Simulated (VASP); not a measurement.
# CdSe in VASP: further runs

CdSe is run at these levels: PBE; tasks: single point.

Everything below comes from runs of VASP 6.6.1. Logs are shortened: lines on timing, memory, paths and dates and some standing lists are left out, and cuts for length are marked.

## (1) The cell of the first run

It takes space group I-4m2 (No. 119, tetragonal). Conventional cell: a = 4.255 Å, b = 4.255 Å, c = 6.141 Å, α = 90.00°, β = 90.00°, γ = 90.00°. Within 3.5 Å of Cd (site symmetry -4m2) lie 4 Se at 2.62 Å. Se (site symmetry -4m2) has 4 Cd at 2.62 Å within 3.5 Å.

## (2) Single point, PBE (x and y stretched by -2 %, z held)

Input file INCAR:

```
PREC = Accurate ; ENCUT = 520
EDIFF = 1E-6 ; ISMEAR = -1
SIGMA = 0.03 ; LREAL = False
LASPH = True ; NELM = 60
ALGO = Normal ; ISIF = 2
LWAVE = False ; LCHARG = False
GGA = PE ; NBANDS = 16
```

Input file KPOINTS:

```
Automatic mesh
0
Gamma
  8 8 8
```

Input file POSCAR:

```
CdSe
1.0
    0.0000000000      3.0088657746      3.0702711986
    3.0088657746      0.0000000000      3.0702711986
    3.0088657746      3.0088657746      0.0000000000
Cd Se
1 1
Direct
    0.0000000000      0.0000000000      0.0000000000
    0.2500000000      0.2500000000      0.2500000000
```

Potentials or basis: VASP PAW PBE potentials, release 64 (Cd, Se).

Run with:

```sh
> cat potpaw_PBE.64/Cd/POTCAR potpaw_PBE.64/Se/POTCAR > POTCAR
> mpirun -np 1 vasp_std > vasp.out
```

OUTCAR:

```text
PREC = Accurate
   ENCUT = 520
   EDIFF = 1E-6
   ISMEAR = -1
   LREAL = False
   LASPH = True
   NELM = 60
   ISIF = 2
   GGA = PE

 ion  position               nearest neighbor table
   1  0.000  0.000  0.000-   2 2.62   2 2.62   2 2.62   2 2.62
   2  0.250  0.250  0.250-   1 2.62   1 2.62   1 2.62   1 2.62

  LATTYP: Found a body centered tetragonal cell.
 ALAT       =     4.2551787858
 C/A-ratio  =     1.4430750637

  Lattice vectors:

 A1 = (  -3.0088657746,   0.0000000000,   3.0702711986)
 A2 = (   3.0088657746,   0.0000000000,   3.0702711986)
 A3 = (   0.0000000000,   3.0088657746,  -3.0702711986)

Analysis of symmetry for initial positions (statically):
=====================================================================
 Subroutine PRICEL returns:
 Original cell was already a primitive cell.

 Routine SETGRP: Setting up the symmetry group for a
 body centered tetragonal supercell.

 Subroutine GETGRP returns: Found  8 space group operations
 (whereof  8 operations were pure point group operations)
 out of a pool of 16 trial point group operations.

The static configuration has the point symmetry D_2d.

Analysis of symmetry for dynamics (positions and initial velocities):
=====================================================================
 Subroutine PRICEL returns:
 Original cell was already a primitive cell.

 Routine SETGRP: Setting up the symmetry group for a
 body centered tetragonal supercell.

 Subroutine GETGRP returns: Found  8 space group operations
 (whereof  8 operations were pure point group operations)
 out of a pool of 16 trial point group operations.

The dynamic configuration has the point symmetry D_2d.

 Subroutine INISYM returns: Found  8 space group operations
 (whereof  8 operations are pure point group operations),
 and found     1 'primitive' translations

----------------------------------------------------------------------------------------

                                     Primitive cell

  volume of cell :      55.5920

  direct lattice vectors                    reciprocal lattice vectors
     0.000000000  3.008865775  3.070271199    -0.166175575  0.166175575  0.162852063
     3.008865775  0.000000000  3.070271199     0.166175575 -0.166175575  0.162852063
     3.008865775  3.008865775  0.000000000     0.166175575  0.166175575 -0.162852063

  length of vectors
     4.298818266  4.298818266  4.255178786     0.285918586  0.285918586  0.285918586

  position of ions in fractional coordinates (direct lattice)
     0.000000000  0.000000000  0.000000000
     0.250000000  0.250000000  0.250000000

  ion indices of the primitive-cell ions
   primitive index   ion index
                 1           1
                 2           2

----------------------------------------------------------------------------------------

 KPOINTS: Automatic mesh

Automatic generation of k-mesh.
 Grid dimensions read from file:
 generate k-points for:    8    8    8

 Generating k-lattice:

  Cartesian coordinates                     Fractional coordinates (reciprocal lattice)
    -0.020771947  0.020771947  0.020356508     0.125000000  0.000000000  0.000000000
     0.020771947 -0.020771947  0.020356508     0.000000000  0.125000000  0.000000000
     0.020771947  0.020771947 -0.020356508    -0.000000000 -0.000000000  0.125000000

  Length of vectors
     0.035739823  0.035739823  0.035739823

  Shift w.r.t. Gamma in fractional coordinates (k-lattice)
     0.000000000  0.000000000  0.000000000

 Subroutine IBZKPT returns following result:
 ===========================================

 Found     59 irreducible k-points:

 Following reciprocal coordinates:
            Coordinates               Weight
  0.000000  0.000000  0.000000      1.000000
  0.125000  0.000000  0.000000      8.000000
  0.250000  0.000000  0.000000      8.000000
  0.375000 -0.000000  0.000000      8.000000
  0.500000  0.000000  0.000000      4.000000
  0.125000  0.125000  0.000000      2.000000
[... 16 lines left out ...]
  0.250000  0.000000  0.125000     16.000000
  0.375000 -0.000000  0.125000     16.000000
 [... further k-points ...]
   k-points           NKPTS =     59   k-points in BZ     NKDIM =     59   number of bands    NBANDS=     16
   number of dos      NEDOS =    301   number of ions     NIONS =      2
   total plane-waves  NPLWV =  32768
   dimension x,y,z NGX =    32 NGY =   32 NGZ =   32
   dimension x,y,z NGXF=    64 NGYF=   64 NGZF=   64
   ions per type =               1   1
   NGX,Y,Z   is equivalent  to a cutoff of  12.38, 12.38, 12.50 a.u.
   NGXF,Y,Z  is equivalent  to a cutoff of  24.75, 24.75, 25.00 a.u.
 SYSTEM =  unknown system
   PREC   = accura    normal or accurate (medium, high low for compatibility)
   ISTART =      0    job   : 0-new  1-cont  2-samecut
   ICHARG =      2    charge: 1-file 2-atom 10-const
   ISPIN  =      1    spin polarized calculation?
   LNONCOLLINEAR =      F non collinear calculations
   LSORBIT =      F    spin-orbit coupling
   LASPH  =      T    aspherical Exc in radial PAW
   ENCUT  =  520.0 eV  38.22 Ry    6.18 a.u.   7.99  7.99  7.91*2*pi/ulx,y,z
   NELM   =     60;   NELMIN=  2; NELMDL= -5     # of ELM steps
   EDIFF  = 0.1E-05   stopping-criterion for ELM
   LREAL  =      F    real-space projection
   EDIFFG = 0.1E-04   stopping-criterion for IOM
   NSW    =      0    number of steps for IOM
   IBRION =     -1    ionic relax: 0-MD 1-quasi-New 2-CG
   NFREE  =      0    steps in history (QN), initial steepest desc. (CG)
   ISIF   =      2    stress and relaxation
   ISYM   =      2    0-nonsym 1-usesym 2-fastsym
   POTIM  = 0.5000    time-step for ionic-motion
   TEBEG  =    0.0;   TEEND  =   0.0 temperature during run
   PSTRESS=    0.0 pullay stress
   NELECT =      18.0000    total number of electrons
   NUPDOWN=      -1.0000    fix difference up-down
   EMIN   =  10.00;   EMAX   =-10.00  energy-range for DOS
   EFERMI =   0.00;   METHOD = LEGACY
   ISMEAR =    -1;   SIGMA  =   0.03  broadening in eV -4-tet -1-fermi 0-gaus
   EFERMI_NEDOS =   21; number of points for ismear=-14 and -15
   IALGO  =     38    algorithm
   IMIX   =      4    mixing-type and parameters
     AMIX     =   0.40;   BMIX     =  1.00
     AMIX_MAG =   1.60;   BMIX_MAG =  1.00
  volume/ion in A,a.u.               =      27.80       187.58
  Fermi-wavevector in a.u.,A,eV,Ry     =   1.124160  2.124355 17.194175  1.263736
  Thomas-Fermi vector in A             =   2.260830
   LORBIT       =      0    0 simple, 1 ext, 2 COOP (PROOUT), +10 PAW based schemes
   GGA     = PE    functional components
   LHFCALC =     F    Hartree Fock is set to
   AEXX    =    0.0000 exact exchange contribution
   IVDW    =     0    specifies the selected vdW correction
   LEPSILON=     F    determine dielectric tensor
   LRPA    =     F    only Hartree local field effects (RPA)
 non-spin polarized calculation
  energy-cutoff  :      520.00
  volume of cell :       55.59
 maximum number of plane-waves:      1516
   NGX = 15   NGY = 15   NGZ = 15

 number of electron      17.9999997 magnetization

 Free energy of the ion-electron system (eV)
  ---------------------------------------------------
  ext. energy  EPLUGINS =         0.00000000
  ---------------------------------------------------
  free energy    TOTEN  =        -5.45145168 eV

  energy without entropy =       -5.45145153  energy(sigma->0) =       -5.45145160

 E-fermi :   1.3763     XC(G=0):  -8.9405

 val. band max:        1.0587162465   @ k =   0.0000   0.0000   0.0000
 cond. band min:       1.6692431841   @ k =   0.0000   0.0000   0.0000
 fundamental gap:      0.6105269375
 Fermi energy:         1.3763125913

 k-point     1 :       0.0000    0.0000    0.0000
  band No.  band energies     occupation
      1     -11.6234      2.00000
      2      -6.9448      2.00000
      3      -6.9353      2.00000
      4      -6.9353      2.00000
      5      -6.5543      2.00000
      6      -6.5486      2.00000
[... 8 lines left out ...]
     15      11.9989      0.00000
     16      12.3187      0.00000

 k-point     2 :       0.1250    0.0000    0.0000
  band No.  band energies     occupation
      1     -11.5682      2.00000
      2      -6.9246      2.00000
      3      -6.9175      2.00000
      4      -6.8895      2.00000
      5      -6.5546      2.00000
      6      -6.5502      2.00000
[... 8 lines left out ...]
     15      11.4920      0.00000
     16      11.6043      0.00000

 k-point     3 :       0.2500    0.0000    0.0000
  band No.  band energies     occupation
      1     -11.4333      2.00000
      2      -6.8859      2.00000
      3      -6.8782      2.00000
      4      -6.7239      2.00000
      5      -6.5493      2.00000
      6      -6.5489      2.00000
[... 8 lines left out ...]
     15      11.1816      0.00000
     16      11.2650      0.00000

 k-point     4 :       0.3750   -0.0000    0.0000
  band No.  band energies     occupation
      1     -11.2967      2.00000
      2      -6.8560      2.00000
      3      -6.8465      2.00000
      4      -6.5381      2.00000
      5      -6.5348      2.00000
      6      -6.4369      2.00000
[... 8 lines left out ...]
     15      12.0125      0.00000
     16      12.0671      0.00000
[... 324 lines left out ...]
 k-point    22 :       0.1250    0.0000    0.1250
  band No.  band energies     occupation
      1     -11.5491      2.00000
      2      -6.9101      2.00000
      3      -6.9003      2.00000
      4      -6.8939      2.00000
      5      -6.5615      2.00000
      6      -6.5435      2.00000
[... 8 lines left out ...]
     15      12.0924      0.00000
     16      12.2393      0.00000

 k-point    23 :       0.2500    0.0000    0.1250
  band No.  band energies     occupation
      1     -11.4405      2.00000
      2      -6.8788      2.00000
      3      -6.8626      2.00000
      4      -6.7770      2.00000
      5      -6.5625      2.00000
      6      -6.5344      2.00000
[... 8 lines left out ...]
     15      12.0109      0.00000
     16      12.5845      0.00000

 k-point    24 :       0.3750   -0.0000    0.1250
  band No.  band energies     occupation
      1     -11.3048      2.00000
      2      -6.8473      2.00000
      3      -6.8277      2.00000
      4      -6.6076      2.00000
      5      -6.5248      2.00000
      6      -6.4673      2.00000
[... 8 lines left out ...]
     15      12.1648      0.00000
     16      12.6604      0.00000

 [... further k-points ...]

------------------------ aborting loop because EDIFF is reached ----------------------------------------

  FORCE on cell =-STRESS in cart. coord.  units (eV):
  Direction    XX          YY          ZZ          XY          YZ          ZX
  --------------------------------------------------------------------------------------
  -------------------------------------------------------------------------------------
  Total        1.3772999      1.3772999      1.2759329      0.0000000     -0.0000000      0.0000000
  in kB       39.6941718     39.6941718     36.7727461      0.0000000     -0.0000000      0.0000000
  external PRESSURE =      38.7203632 kB  Pullay stress =       0.0000000 kB

 VOLUME and BASIS-vectors are now :
 -----------------------------------------------------------------------------
  energy-cutoff  :      520.00
  volume of cell :       55.59
      direct lattice vectors                 reciprocal lattice vectors
     0.000000000  3.008865775  3.070271199    -0.166175575  0.166175575  0.162852063
     3.008865775  0.000000000  3.070271199     0.166175575 -0.166175575  0.162852063
     3.008865775  3.008865775  0.000000000     0.166175575  0.166175575 -0.162852063

 POSITION                                       TOTAL-FORCE (eV/Angst)
 -----------------------------------------------------------------------------------
      0.00000      0.00000      0.00000         0.000000      0.000000     -0.000000
      1.50443      1.50443      1.53514        -0.000000     -0.000000      0.000000
 -----------------------------------------------------------------------------------
    total drift:                               -0.000000     -0.000000     -0.000001

  FREE ENERGIE OF THE ION-ELECTRON SYSTEM (eV)
  ---------------------------------------------------
  free  energy   TOTEN  =        -5.4514516814 eV

  energy  without entropy=       -5.4514515280  energy(sigma->0) =       -5.45145160
```

Run time: 60 s. Hardware: 1 thread of AMD EPYC 7R13, shared host; peak memory 0.18 GiB.

Results:

* Free energy: -5.4515 eV
* Pressure: 3.9 GPa
* Band gap on the k mesh: 0.61 eV

Levels at points of the mesh, in eV from the valence-band top:
| k point | band 6 | band 7 | band 8 | band 9 | band 10 | band 11 | band 12 | band 13 |
| --- | --- | --- | --- | --- | --- | --- | --- | --- |
| (0.00, 0.00, 0.00) | -7.61 | -0.07 | 0.00 | 0.00 | 0.61 | 5.92 | 5.92 | 5.92 |
| (0.50, 0.00, 0.00) | -7.31 | -4.48 | -0.83 | -0.74 | 2.38 | 6.36 | 6.50 | 7.44 |
| (0.50, 0.50, 0.00) | -7.26 | -4.23 | -1.86 | -1.86 | 3.14 | 3.86 | 9.03 | 10.28 |
| (0.50, 0.00, 0.50) | -7.23 | -4.12 | -1.96 | -1.93 | 3.07 | 3.69 | 9.21 | 10.14 |

Caveat: the cell differs from its parent crystal (x and y stretched by -2 %, z held); the cell stands under pressure.

## (3) Single point, PBE (z stretched by +3 % at fixed volume)

Input file INCAR:

```
PREC = Accurate
ENCUT = 520
EDIFF = 1E-6
ISMEAR = -1
SIGMA = 0.03
LREAL = F
LASPH = T
NELM = 60
ALGO = Normal
ISIF = 2
LWAVE = F
LCHARG = F
GGA = PE
NBANDS = 16
```

KPOINTS is that of step 2.

Input file POSCAR:

```
CdSe
1.0
    0.0000000000      3.0252281040      3.1623793346
    3.0252281040      0.0000000000      3.1623793346
    3.0252281040      3.0252281040      0.0000000000
Cd Se
1 1
Direct
    0.0000000000      0.0000000000      0.0000000000
    0.2500000000      0.2500000000      0.2500000000
```

Potentials or basis: VASP PAW PBE potentials, release 64 (Cd, Se).

Run with:

```sh
> cat potpaw_PBE.64/Cd/POTCAR potpaw_PBE.64/Se/POTCAR > POTCAR
> mpirun -np 1 vasp_std > vasp.out
```

Run time: 90 s. Hardware: 1 thread of AMD EPYC 7R13, shared host; peak memory 0.2 GiB.

It converged, with:

* Free energy: -5.4864 eV
* Pressure: 1.5 GPa
* Band gap on the k mesh: 0.50 eV

Stress tensor (GPa, compression positive):
```
1.79 0.00 0.00
0.00 1.79 0.00
0.00 0.00 1.00
```

Levels at points of the mesh, in eV from the valence-band top:
```tsv
k point	band 6	band 7	band 8	band 9	band 10	band 11	band 12	band 13
(0.00, 0.00, 0.00)	-7.54	-0.15	0.00	0.00	0.50	5.89	5.89	5.91
(0.50, 0.00, 0.00)	-7.27	-4.27	-0.85	-0.66	2.29	6.26	6.55	7.30
(0.50, 0.50, 0.00)	-7.25	-4.15	-1.68	-1.68	3.24	3.92	8.67	10.03
(0.50, 0.00, 0.50)	-7.19	-3.91	-1.89	-1.83	3.10	3.56	9.05	9.71
```

## (4) Single point, PBE (atom 1 (Cd) moved by [0.05, 0.0, 0.0] A)

Input file INCAR:

```
PREC = Accurate ; ENCUT = 520
EDIFF = 1E-6 ; ISMEAR = -1
SIGMA = 0.03 ; LREAL = F
LASPH = T ; NELM = 100
ALGO = Normal ; ISIF = 2
LWAVE = F ; LCHARG = T
GGA = PE ; LELF = T
LVHAR = T ; NBANDS = 16
```

Input file KPOINTS:

```
regular mesh
0
Gamma
  8 8 8
```

Input file POSCAR:

```
CdSe
1.0
    0.0000000000      3.0702711986      3.0702711986
    3.0702711986      0.0000000000      3.0702711986
    3.0702711986      3.0702711986      0.0000000000
Cd Se
1 1
Direct
   -0.0081426032      0.0081426032      0.0081426032
    0.2500000000      0.2500000000      0.2500000000
```

Run with:

```sh
> cat potpaw_PBE.64/Cd/POTCAR potpaw_PBE.64/Se/POTCAR > POTCAR
> mpirun -np 1 vasp_std > vasp.out
```

Wall time 96 s (1 thread of AMD EPYC 7R13, shared host); peak memory 0.21 GiB.

Results (log left out):

* Free energy: -5.4847 eV
* Pressure: 1.6 GPa
* Largest force: 0.231 eV/Å
* Band gap on the k mesh: 0.53 eV

Forces in eV/Å, atoms in the order of the input:
```
Cd  -0.231  0.000  0.000
Se   0.231  0.000  0.000
```

Stress tensor (GPa, compression positive):
```
1.58 0.00 0.00
0.00 1.64 0.84
0.00 0.84 1.64
```

Levels at points of the mesh, in eV from the valence-band top:
| k point | band 7 | band 8 | band 9 | band 10 | band 11 | band 12 |
| --- | --- | --- | --- | --- | --- | --- |
| (0.00, 0.00, 0.00) | -0.06 | -0.02 | 0.00 | 0.53 | 5.88 | 5.91 |
| (0.50, 0.00, 0.00) | -4.31 | -0.80 | -0.70 | 2.38 | 6.33 | 6.54 |
| (0.00, 0.50, 0.00) | -4.19 | -0.78 | -0.67 | 2.29 | 6.29 | 6.49 |
| (0.50, 0.50, 0.00) | -3.98 | -1.78 | -1.78 | 3.16 | 3.70 | 8.96 |
| (0.00, 0.50, 0.50) | -3.97 | -1.80 | -1.77 | 3.15 | 3.72 | 8.96 |

Caveat: the cell differs from its parent crystal (atom 1 (Cd) moved by [0.05, 0.0, 0.0] A).

## (5) Single point, PBE (equal xx and yy strain of -2 %)

Input file INCAR:

```
SYSTEM = CdSe
PREC = Accurate
ENCUT = 520
EDIFF = 1E-7
ISMEAR = -1
SIGMA = 0.03
LREAL = .FALSE.
LASPH = .TRUE.
NELM = 100
ALGO = Normal
ISIF = 2
LWAVE = .FALSE.
LCHARG = .TRUE.
GGA = PE
LELF = .TRUE.
LVHAR = .TRUE.
NBANDS = 16
```

Input file KPOINTS:

```
regular mesh
0
G
  8 8 8
  0 0 0
```

Input file POSCAR:

```
CdSe
1.0
    0.0000000000      3.0088657746      3.0702711986
    3.0088657746      0.0000000000      3.0702711986
    3.0088657746      3.0088657746      0.0000000000
Cd Se
1 1
Direct
    0.0000000000      0.0000000000      0.0000000000
    0.2500000000      0.2500000000      0.2500000000
```

Run with:

```sh
> cat potpaw_PBE.64/Cd/POTCAR potpaw_PBE.64/Se/POTCAR > POTCAR
> mpirun -np 1 vasp_std > vasp.out
```

It took 47 s on 1 thread of Intel Xeon 8259CL, shared host; peak memory 0.21 GiB.

Results (log left out):

```yaml
Free_energy: -5.4515 eV
Pressure: 3.9 GPa
Band_gap_on_the_k_mesh: 0.61 eV
```

Stress tensor (GPa, compression positive):
```
3.95 0.00 0.00
0.00 3.95 0.00
0.00 0.00 3.66
```

Levels at points of the mesh, in eV from the valence-band top:
```csv
k point,band 7,band 8,band 9,band 10,band 11,band 12
"(0.00, 0.00, 0.00)",-0.07,0.00,0.00,0.61,5.91,5.92
"(0.50, 0.00, 0.00)",-4.48,-0.83,-0.74,2.38,6.36,6.50
"(0.50, 0.50, 0.00)",-4.23,-1.86,-1.86,3.14,3.86,9.03
"(0.50, 0.00, 0.50)",-4.12,-1.96,-1.93,3.07,3.69,9.21
```

Caveat: the cell differs from its parent crystal (equal xx and yy strain of -2 %); the cell stands under pressure.

## (6) Summary

```tsv
cell	gap on the mesh (eV)	pressure (GPa)
a = 4.299, b = 4.299, c = 4.255 Å, angles 60.3, 60.3, 59.3°, 2 atoms, atomic positions A	0.61	3.9
a = 4.376, b = 4.376, c = 4.278 Å, angles 60.7, 60.7, 58.5°, 2 atoms, atomic positions A	0.50	1.5
a = 4.342 Å, angles 60.0°, 2 atoms, atomic positions B	0.53	1.6
```

Alike in all rows: task single point; level PBE; potentials or basis VASP PAW PBE potentials, release 64 (Cd, Se); no spin polarisation; k mesh 8 × 8 × 8; cutoff (eV) 520; smearing fermi-dirac 0.03 eV.

Caveats: the cell stands under pressure (at least some runs).

Total energies depend on the potentials used, so only differences within one code and one set of settings carry meaning.
